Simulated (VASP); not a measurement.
# LiCl (P1) in VASP: relaxation of cell and atoms with PBE

Aim: the relaxation of cell and atoms of LiCl with PBE.

All numbers are computed with VASP 6.6.1; they aren't measurements. Logs are shortened: lines on timing, memory, paths and dates and some standing lists are left out, and cuts for length are marked.

## 1. The cell of the first run

The typed cell holds 8 atoms: a = 3.589 Å, b = 6.222 Å, c = 6.201 Å, α = 110.46°, β = 90.03°, γ = 91.00°.

## 2. Relaxation of cell and atoms, PBE

INCAR

```
SYSTEM = LiCl
PREC = Accurate
ENCUT = 600
EDIFF = 1E-6
ISMEAR = 0
SIGMA = 0.1
LREAL = .FALSE.
LASPH = .TRUE.
NELM = 80
ALGO = Normal
ISIF = 3
LWAVE = .FALSE.
LCHARG = .FALSE.
GGA = PE
IBRION = 2
NSW = 80
EDIFFG = -0.025
```

KPOINTS

```
regular mesh
0
G
  4 2 2
  0 0 0
```

POSCAR

```
LiCl
1.0
   -0.0184842733      2.5174851773      2.5575146490
    5.1086510656      2.4726927147     -2.5496907331
   -5.0957529286      2.4967631243     -2.4998240494
Li Cl
4 4
Direct
   -0.0055005259     -0.0020834887      0.0168503220
    0.4688304693      0.4942022100      0.0209937509
    0.4709683941      1.0126541676      0.4854132736
    0.0099453055      0.5052052475      0.4785135865
    1.0366653003      0.2446273300      0.7420203613
    0.4755560569      0.7326272849      0.7519847009
    0.5726763025      0.2596778538      0.2496060941
   -0.0291413027      0.7530893951      0.2546179107
```

Potentials or basis: VASP PAW PBE potentials, release 64 (Li_sv, Cl).

Run with:

```
cat potpaw_PBE.64/Li_sv/POTCAR potpaw_PBE.64/Cl/POTCAR > POTCAR
mpirun -np 1 vasp_std > vasp.out
```

OUTCAR:

```text
SYSTEM = LiCl
   PREC = Accurate
   ENCUT = 600
   EDIFF = 1E-6
   ISMEAR = 0
   LREAL = .FALSE.
   LASPH = .TRUE.
   NELM = 80
   ISIF = 3
   GGA = PE
   IBRION = 2
   NSW = 80
   EDIFFG = -0.025

 ion  position               nearest neighbor table
   1  0.994  0.998  0.017-   7 2.34   8 2.46   6 2.57   6 2.62
   2  0.469  0.494  0.021-   7 2.40   5 2.42   8 2.49   8 2.52   6 2.59
   3  0.471  0.013  0.485-   5 2.35   8 2.48   7 2.49   8 2.52
   4  0.010  0.505  0.479-   7 2.28   8 2.41   6 2.43
   5  0.037  0.245  0.742-   3 2.35   2 2.42
   6  0.476  0.733  0.752-   4 2.43   1 2.57   2 2.59   1 2.62
   7  0.573  0.260  0.250-   4 2.28   1 2.34   2 2.40   3 2.49
   8  0.971  0.753  0.255-   4 2.41   1 2.46   3 2.48   2 2.49   2 2.52   3 2.52

  LATTYP: Found a triclinic cell.
 ALAT       =     7.1282350256
 B/A-ratio  =     0.5034522585
 C/A-ratio  =     0.8698896282
 COS(alpha) =     0.0006103108
 COS(beta)  =     0.3053917443
 COS(gamma) =     0.4881936863

  Lattice vectors:

 A1 = (   5.0901667923,   4.9901778920,   0.0078239159)
 A2 = (  -0.0184842733,   2.5174851773,   2.5575146490)
 A3 = (   5.0957529286,  -2.4967631243,   2.4998240494)

Analysis of symmetry for initial positions (statically):
=====================================================================
 Subroutine PRICEL returns:
 Original cell was already a primitive cell.

 Routine SETGRP: Setting up the symmetry group for a
 triclinic supercell.

 Subroutine GETGRP returns: Found  1 space group operations
 (whereof  1 operations were pure point group operations)
 out of a pool of  2 trial point group operations.

The static configuration has the point symmetry C_1 .

Analysis of symmetry for dynamics (positions and initial velocities):
=====================================================================
 Subroutine PRICEL returns:
 Original cell was already a primitive cell.

 Routine SETGRP: Setting up the symmetry group for a
 triclinic supercell.

 Subroutine GETGRP returns: Found  1 space group operations
 (whereof  1 operations were pure point group operations)
 out of a pool of  2 trial point group operations.

The dynamic configuration has the point symmetry C_1 .

 Subroutine INISYM returns: Found  1 space group operations
 (whereof  1 operations are pure point group operations),
 and found     1 'primitive' translations

----------------------------------------------------------------------------------------

                                     Primitive cell

  volume of cell :     129.7020

  direct lattice vectors                    reciprocal lattice vectors
    -0.018484273  2.517485177  2.557514649     0.001423857  0.198634770  0.195489097
     5.108651066  2.472692715 -2.549690733     0.097753160  0.100836319 -0.098551554
    -5.095752929  2.496763124 -2.499824049    -0.098246431  0.100371026 -0.099510118

  length of vectors
     3.588726023  6.222013163  6.200777716     0.278700173  0.171569381  0.172130670

  position of ions in fractional coordinates (direct lattice)
     0.994499474  0.997916511  0.016850322
     0.468830469  0.494202210  0.020993751
     0.470968394  0.012654168  0.485413274
     0.009945305  0.505205248  0.478513587
     0.036665300  0.244627330  0.742020361
     0.475556057  0.732627285  0.751984701
     0.572676302  0.259677854  0.249606094
     0.970858697  0.753089395  0.254617911

  ion indices of the primitive-cell ions
   primitive index   ion index
                 1           1
                 2           2
                 3           3
                 4           4
                 5           5
                 6           6
                 7           7
                 8           8

----------------------------------------------------------------------------------------

 KPOINTS: regular mesh

Automatic generation of k-mesh.
 Grid dimensions read from file:
 generate k-points for:    4    2    2

 Generating k-lattice:

  Cartesian coordinates                     Fractional coordinates (reciprocal lattice)
     0.000355964  0.049658693  0.048872274     0.250000000  0.000000000 -0.000000000
     0.048876580  0.050418160 -0.049275777     0.000000000  0.500000000  0.000000000
    -0.049123215  0.050185513 -0.049755059     0.000000000  0.000000000  0.500000000

  Length of vectors
     0.069675043  0.085784690  0.086065335

  Shift w.r.t. Gamma in fractional coordinates (k-lattice)
     0.000000000  0.000000000  0.000000000

 Subroutine IBZKPT returns following result:
 ===========================================

 Found     12 irreducible k-points:

 Following reciprocal coordinates:
            Coordinates               Weight
  0.000000  0.000000  0.000000      1.000000
  0.250000  0.000000  0.000000      2.000000
  0.500000  0.000000  0.000000      1.000000
  0.000000  0.500000  0.000000      1.000000
  0.250000  0.500000 -0.000000      2.000000
  0.500000  0.500000  0.000000      1.000000
  0.000000  0.000000  0.500000      1.000000
  0.250000  0.000000  0.500000      2.000000
  0.500000 -0.000000  0.500000      1.000000
  0.000000  0.500000  0.500000      1.000000
  0.250000  0.500000  0.500000      2.000000
  0.500000  0.500000  0.500000      1.000000
   k-points           NKPTS =     12   k-points in BZ     NKDIM =     12   number of bands    NBANDS=     25
   number of dos      NEDOS =    301   number of ions     NIONS =      8
   total plane-waves  NPLWV =  75000
   dimension x,y,z NGX =    30 NGY =   50 NGZ =   50
   dimension x,y,z NGXF=    60 NGYF=  100 NGZF=  100
   ions per type =               4   4
   NGX,Y,Z   is equivalent  to a cutoff of  13.90, 13.36, 13.41 a.u.
   NGXF,Y,Z  is equivalent  to a cutoff of  27.79, 26.72, 26.81 a.u.
 SYSTEM =  LiCl
   PREC   = accura    normal or accurate (medium, high low for compatibility)
   ISTART =      0    job   : 0-new  1-cont  2-samecut
   ICHARG =      2    charge: 1-file 2-atom 10-const
   ISPIN  =      1    spin polarized calculation?
   LNONCOLLINEAR =      F non collinear calculations
   LSORBIT =      F    spin-orbit coupling
   LASPH  =      T    aspherical Exc in radial PAW
   ENCUT  =  600.0 eV  44.10 Ry    6.64 a.u.   7.17 12.43 12.38*2*pi/ulx,y,z
   NELM   =     80;   NELMIN=  2; NELMDL= -5     # of ELM steps
   EDIFF  = 0.1E-05   stopping-criterion for ELM
   LREAL  =      F    real-space projection
   EDIFFG = -.3E-01   stopping-criterion for IOM
   NSW    =     80    number of steps for IOM
   IBRION =      2    ionic relax: 0-MD 1-quasi-New 2-CG
   NFREE  =      1    steps in history (QN), initial steepest desc. (CG)
   ISIF   =      3    stress and relaxation
   ISYM   =      2    0-nonsym 1-usesym 2-fastsym
   POTIM  = 0.5000    time-step for ionic-motion
   TEBEG  =    0.0;   TEEND  =   0.0 temperature during run
   PSTRESS=    0.0 pullay stress
   NELECT =      40.0000    total number of electrons
   NUPDOWN=      -1.0000    fix difference up-down
   EMIN   =  10.00;   EMAX   =-10.00  energy-range for DOS
   EFERMI =   0.00;   METHOD = LEGACY
   ISMEAR =     0;   SIGMA  =   0.10  broadening in eV -4-tet -1-fermi 0-gaus
   EFERMI_NEDOS =   21; number of points for ismear=-14 and -15
   IALGO  =     38    algorithm
   IMIX   =      4    mixing-type and parameters
     AMIX     =   0.40;   BMIX     =  1.00
     AMIX_MAG =   1.60;   BMIX_MAG =  1.00
  volume/ion in A,a.u.               =      16.21       109.41
  Fermi-wavevector in a.u.,A,eV,Ry     =   1.106062  2.090153 16.644989  1.223372
  Thomas-Fermi vector in A             =   2.242557
   LORBIT       =      0    0 simple, 1 ext, 2 COOP (PROOUT), +10 PAW based schemes
   GGA     = PE    functional components
   LHFCALC =     F    Hartree Fock is set to
   AEXX    =    0.0000 exact exchange contribution
   IVDW    =     0    specifies the selected vdW correction
   LEPSILON=     F    determine dielectric tensor
   LRPA    =     F    only Hartree local field effects (RPA)
 conjugate gradient relaxation of ions
 non-spin polarized calculation
 Gauss-broadening in eV      SIGMA  =   0.10
  energy-cutoff  :      600.00
  volume of cell :      129.70
 maximum number of plane-waves:      4352
 NGX is ok and might be reduce to    30
   NGX = 15   NGY = 25   NGZ = 25

--------------------------------------- Ionic step        1  -------------------------------------------

 number of electron      39.9999994 magnetization

 Free energy of the ion-electron system (eV)
  ---------------------------------------------------
  ext. energy  EPLUGINS =         0.00000000
  ---------------------------------------------------
  free energy    TOTEN  =       -29.23416215 eV

  energy without entropy =      -29.23416215  energy(sigma->0) =      -29.23416215

------------------------ aborting loop because EDIFF is reached ----------------------------------------

  FORCE on cell =-STRESS in cart. coord.  units (eV):
  Direction    XX          YY          ZZ          XY          YZ          ZX
  --------------------------------------------------------------------------------------
  -------------------------------------------------------------------------------------
  Total        1.8725409      2.6309124      1.9818226      0.3410568     -0.3248920      0.0553366
  in kB       23.1310471     32.4990275     24.4809774      4.2129922     -4.0133131      0.6835598
  external PRESSURE =      26.7036840 kB  Pullay stress =       0.0000000 kB
[... 27 lines left out ...]
  energy  without entropy=      -29.2341621497  energy(sigma->0) =      -29.23416215

--------------------------------------- Ionic step        2  -------------------------------------------

 number of electron      40.0000005 magnetization

 E-fermi :   1.3831     XC(G=0):  -8.7218

 val. band max:        0.8670142475   @ k =   0.0000   0.0000   0.0000
 cond. band min:       6.8439177800   @ k =   0.0000   0.0000   0.0000
 fundamental gap:      5.9769035325
 Fermi energy:         1.3830820807

 k-point     1 :       0.0000    0.0000    0.0000
  band No.  band energies     occupation
      1     -42.9949      2.00000
      2     -42.9383      2.00000
      3     -42.9233      2.00000
      4     -42.8675      2.00000
      5     -12.9526      2.00000
      6     -12.4470      2.00000
[... 402 lines left out ...]
  FREE ENERGIE OF THE ION-ELECTRON SYSTEM (eV)
  ---------------------------------------------------
  free  energy   TOTEN  =       -29.4248966441 eV

  energy  without entropy=      -29.4248966441  energy(sigma->0) =      -29.42489664

[... ionic steps 4 to 10 ...]

--------------------------------------- Ionic step       11  -------------------------------------------

 number of electron      39.9999994 magnetization

------------------------ aborting loop because EDIFF is reached ----------------------------------------

  FORCE on cell =-STRESS in cart. coord.  units (eV):
  Direction    XX          YY          ZZ          XY          YZ          ZX
  --------------------------------------------------------------------------------------
  -------------------------------------------------------------------------------------
  Total        0.0173248     -0.0230002      0.0063736     -0.0255175     -0.0170285      0.0232295
  in kB        0.2034423     -0.2700877      0.0748436     -0.2996477     -0.1999625      0.2727794
  external PRESSURE =       0.0027328 kB  Pullay stress =       0.0000000 kB
[... 69 lines left out ...]
  energy  without entropy=      -29.5261421994  energy(sigma->0) =      -29.52614220

--------------------------------------- Ionic step       13  -------------------------------------------

 number of electron      39.9999973 magnetization

 Free energy of the ion-electron system (eV)
  ---------------------------------------------------
  ext. energy  EPLUGINS =         0.00000000
  ---------------------------------------------------
  free energy    TOTEN  =       -29.52654310 eV

  energy without entropy =      -29.52654310  energy(sigma->0) =      -29.52654310

 E-fermi :   1.1003     XC(G=0):  -8.6764

 val. band max:        0.4959640349   @ k =   0.0000   0.0000   0.0000
 cond. band min:       6.7605117819   @ k =   0.0000   0.0000   0.0000
 fundamental gap:      6.2645477470
 Fermi energy:         1.1002593144

 k-point     1 :       0.0000    0.0000    0.0000
  band No.  band energies     occupation
      1     -43.0587      2.00000
      2     -43.0563      2.00000
      3     -43.0533      2.00000
      4     -43.0515      2.00000
      5     -12.8621      2.00000
      6     -12.3119      2.00000
[... 360 lines left out ...]
  FREE ENERGIE OF THE ION-ELECTRON SYSTEM (eV)
  ---------------------------------------------------
  free  energy   TOTEN  =       -29.5265430981 eV

  energy  without entropy=      -29.5265430981  energy(sigma->0) =      -29.52654310

 reached required accuracy - stopping structural energy minimisation
```

Wall time 4.3 min (1 thread of Intel Xeon 6975P-C (Granite Rapids), shared host); peak memory 0.27 GiB.

Results:

```
Free energy                           : -29.5265 eV
Relaxed volume                        : 17.08 Å³/atom
Relaxed cell                          : a = 3.642 Å, b = 6.301 Å, c = 6.311 Å, α = 109.37°, β = 90.02°, γ = 90.01°
Space group after relaxing (to 0.1 Å) : Fm-3m (No. 225)
Energy gained by relaxing             : 36.5 meV/atom
Ionic steps                           : 13
Pressure after relaxing               : -0.1 GPa
Largest force after relaxing          : 0.017 eV/Å
Band gap on the k mesh                : 6.26 eV
```

Forces on the atoms (eV/Å):
```
Li   0.000  0.009 -0.014
Li  -0.002  0.007  0.009
Li  -0.004 -0.001 -0.002
Li   0.000 -0.011  0.002
Cl   0.010  0.001  0.009
Cl  -0.002 -0.009 -0.002
Cl  -0.006  0.009  0.001
Cl   0.002 -0.005 -0.005
```

The path:
| step | energy change (eV) | largest force (eV/Å) | pressure (GPa) | volume (Å³) |
| --- | --- | --- | --- | --- |
| 1 | 0.0000 | 0.6602 | 2.67 | 129.70 |
| 2 | -0.1289 | 0.4259 | 0.97 | 134.84 |
| 3 | -0.1907 | 0.2252 | -0.87 | 142.27 |
| 4 | -0.2181 | 0.2021 | -0.63 | 140.73 |
| 5 | -0.2564 | 0.1471 | 0.26 | 136.16 |
| 6 | -0.2675 | 0.1171 | 0.09 | 136.62 |
| 7 | -0.2816 | 0.0983 | -0.30 | 137.90 |
| 8 | -0.2882 | 0.0620 | 0.07 | 136.19 |
| 9 | -0.2888 | 0.0460 | 0.25 | 135.45 |
| 10 | -0.2913 | 0.0376 | 0.04 | 136.29 |
| 11 | -0.2914 | 0.0387 | 0.00 | 136.44 |
| 12 | -0.2920 | 0.0255 | -0.02 | 136.51 |
| 13 | -0.2924 | 0.0166 | -0.06 | 136.64 |

Final structure:
```
CELL_PARAMETERS angstrom
0.00014 2.57461 2.57610
5.14218 2.57449 -2.57487
-5.14907 2.57975 -2.58162
ATOMIC_POSITIONS crystal
Li 0.00156 0.99829 0.99827
Li 0.49583 0.49992 0.00077
Li 0.50028 0.00101 0.49925
Li 0.00241 0.50039 0.50060
Cl 0.99826 0.25014 0.75071
Cl 0.50181 0.75011 0.75016
Cl 0.49870 0.24995 0.24984
Cl 0.00116 0.75018 0.25039
```

Caveat: the k points lie up to 0.53 Å⁻¹ apart in the final cell; the cutoff is under 1.25 times the usual one of these potentials, so pressure, stress and relaxed cells hold a basis-set (Pulay) error. A k mesh can miss the band edges.
